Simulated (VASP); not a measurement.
Write the native input for VASP 6.6.1 that does the following.

```yaml
Task: single point
Functional: r2SCAN
Potentials_or_basis: VASP PAW PBE potentials, release 64 (Pb_d, S)
Cutoff: 520 eV
k_mesh: 6 × 6 × 4
Occupations: gaussian, width 0.01 eV
Spin: no spin polarisation
Dipole_correction: no
Further_INCAR_settings: ALGO = Normal; EDIFF = 1e-06; NBANDS = 28
```

The system is PbS.

```
Pb S
1.0
     5.04651    0.00000    0.00000
    -2.52325    4.37041    0.00000
     0.00000    0.00000    6.05708
Pb S
2 2
Direct
  0.33333 0.66667 0.93592
  0.66667 0.33333 0.43592
  0.33333 0.66667 0.43908
  0.66667 0.33333 0.93908
```

This cell differs from its parent crystal: volume changed by +3%.

The input as run:

POSCAR

```
PbS
1.0
    5.0465094696      0.0000000000      0.0000000000
   -2.5232547348      4.3704054011      0.0000000000
    0.0000000000      0.0000000000      6.0570835819
Pb S
2 2
Direct
    0.3333333333      0.6666666667     -0.0640827495
    0.6666666667      0.3333333333      0.4359172505
    0.3333333333      0.6666666667      0.4390827495
    0.6666666667      0.3333333333      0.9390827495
```

INCAR.step1

```
ALGO = Normal
EDIFF = 1E-4
ENCUT = 520
GGA = PE
ISMEAR = 0
LASPH = T
LCHARG = F
LREAL = F
LWAVE = T
NBANDS = 28
NELM = 60
PREC = Accurate
SIGMA = 0.01
```

INCAR.step2

```
ALGO = Normal
EDIFF = 1E-6
ENCUT = 520
ISIF = 2
ISMEAR = 0
ISTART = 1
LASPH = T
LCHARG = T
LELF = T
LMIXTAU = T
LREAL = F
LVHAR = T
LWAVE = F
METAGGA = R2SCAN
NBANDS = 28
NELM = 60
PREC = Accurate
SIGMA = 0.01
```

KPOINTS

```
k-points
0
Gamma
  6 6 4
```

Potentials or basis: VASP PAW PBE potentials, release 64 (Pb_d, S).

Launch:

```bash
$ cat potpaw_PBE.64/Pb_d/POTCAR potpaw_PBE.64/S/POTCAR > POTCAR
$ cp INCAR.step1 INCAR
$ mpirun -np 1 vasp_std > vasp.out
$ cp INCAR.step2 INCAR
$ mpirun -np 1 vasp_std > vasp.out
```

Results of the run:

```
Pressure               : -1.3 GPa
Largest force          : 0.004 eV/Å
Band gap on the k mesh : 1.77 eV, direct
```

Caveat: the PAW data sets were made with another functional, which shifts forces and pressure a little; spin-orbit coupling is left out, which moves the levels of the heavy elements.

Run time: 2.5 min on 1 thread of Intel(R) Xeon(R) 6975P-C (Granite Rapids), with other jobs on the host, peak memory 0.31 GiB.
